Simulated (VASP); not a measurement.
Crystal: BeS.

```
Be S
1.0
     0.00000    2.31730    2.31730
     2.31730    0.00000    2.31730
     2.31730    2.31730    0.00000
Be S
1 1
Direct
  0.00000 0.00000 0.00000
  0.50000 0.50000 0.50000
```

Base run:

```yaml
Program: VASP 6.6.1
Functional: PBE
Potentials_or_basis: VASP PAW PBE potentials, release 64 (Be, S)
Cutoff: 520 eV
k_mesh: 8 × 8 × 8
Occupations: gaussian, width 0.01 eV
Spin: no spin polarisation
```

Its results: band gap on the k mesh 1.00 eV, indirect (least direct gap 4.15 eV); pressure -0.4 GPa.

Problem. The run is repeated on the same cell with these changes: functional from PBE to r2SCAN; k mesh from 8 × 8 × 8 to 6 × 6 × 6. What comes out?

Solution. Band gap on the k mesh 1.35 eV, indirect (least direct gap 4.59 eV); pressure 0.1 GPa.

Several settings changed at once, so the effect can't be laid on one alone.

Caveats: the PAW data sets were made with another functional, which shifts forces and pressure a little (some runs).

A k mesh can miss the band edges.
